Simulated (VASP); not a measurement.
Mg6NO6: single point with PBE

The system is Mg6NO6, a slab with vacuum.

```
Mg O N
1.0
     6.01718    0.00000    0.00000
     0.00000    6.01718    0.00000
     0.00000    0.00000   20.87996
Mg O N
12 12 2
Cartesian
  1.5043 1.5043 4.0000
  1.5043 4.5129 4.0000
  4.5129 1.5043 4.0000
  4.5129 4.5129 4.0000
  0.0000 0.0000 6.1324
  0.0000 3.0086 6.1324
  3.0086 0.0000 6.1324
  3.0086 3.0086 6.1324
  1.5043 1.5043 8.2310
  1.5043 4.5129 8.2310
  4.5129 1.5043 8.2310
  4.5129 4.5129 8.2310
  0.0000 0.0000 4.0000
  0.0000 3.0086 4.0000
  3.0086 0.0000 4.0000
  3.0086 3.0086 4.0000
  1.5043 1.5043 6.1227
  1.5043 4.5129 6.1227
  4.5129 1.5043 6.1227
  4.5129 4.5129 6.1227
  0.0000 0.0000 8.2800
  0.0000 3.0086 8.2800
  3.0086 0.0000 8.2800
  3.0086 3.0086 8.2800
  0.3761 1.5043 12.0046
  0.3761 1.5043 13.1067
```

```
Program                : VASP 6.6.1
Task                   : single point
Functional             : PBE
Potentials or basis    : VASP PAW PBE potentials, release 64 (Mg, O, N)
Cutoff                 : 520 eV
k mesh                 : 5 × 5 × 1
Occupations            : gaussian, width 0.05 eV
Spin                   : no spin polarisation
Dipole correction      : yes
Further INCAR settings : LREAL = Auto; ALGO = Normal; EDIFF = 1e-06; NBANDS = 72
```

```json
{
  "Largest force": "1.748 eV/Å",
  "Band gap on the k mesh": "3.06 eV (least direct gap 3.11 eV)"
}
```

Forces on the atoms (eV/Å):
```
Mg   0.000  0.000  0.452
Mg   0.000  0.000  0.453
Mg   0.000  0.000  0.452
Mg   0.000  0.000  0.453
Mg  -0.001 -0.002 -0.017
Mg  -0.001  0.002 -0.017
Mg   0.000 -0.001 -0.026
Mg   0.000  0.001 -0.026
Mg  -0.024  0.000 -0.012
Mg  -0.014  0.000 -0.054
Mg   0.020  0.000 -0.037
Mg   0.014  0.000 -0.058
O    0.000  0.000 -0.424
O    0.000  0.000 -0.424
O    0.000  0.000 -0.424
O    0.000  0.000 -0.424
O    0.003  0.000  0.030
O    0.004  0.000  0.029
O   -0.003  0.000  0.030
O   -0.005  0.000  0.028
O   -0.004 -0.014 -0.010
O   -0.004  0.014 -0.010
O    0.002 -0.003  0.017
O    0.002  0.003  0.017
N    0.014  0.000 -1.748
N   -0.005  0.000  1.747
```

Levels at points of the mesh, in eV from the valence-band top:
| k point | band 49 | band 50 | band 51 | band 52 | band 53 | band 54 | band 55 | band 56 | band 57 | band 58 |
| --- | --- | --- | --- | --- | --- | --- | --- | --- | --- | --- |
| (0.00, 0.00, 0.00) | -0.37 | -0.20 | -0.20 | 0.00 | 0.00 | 3.12 | 3.15 | 3.24 | 3.88 | 4.73 |

It took 35 min on 1 thread of Oxide Virtual Turin-like Processor (shared host), peak memory 0.86 GiB.

Caveat: the standard files for N, O and F lose accuracy on very short bonds.
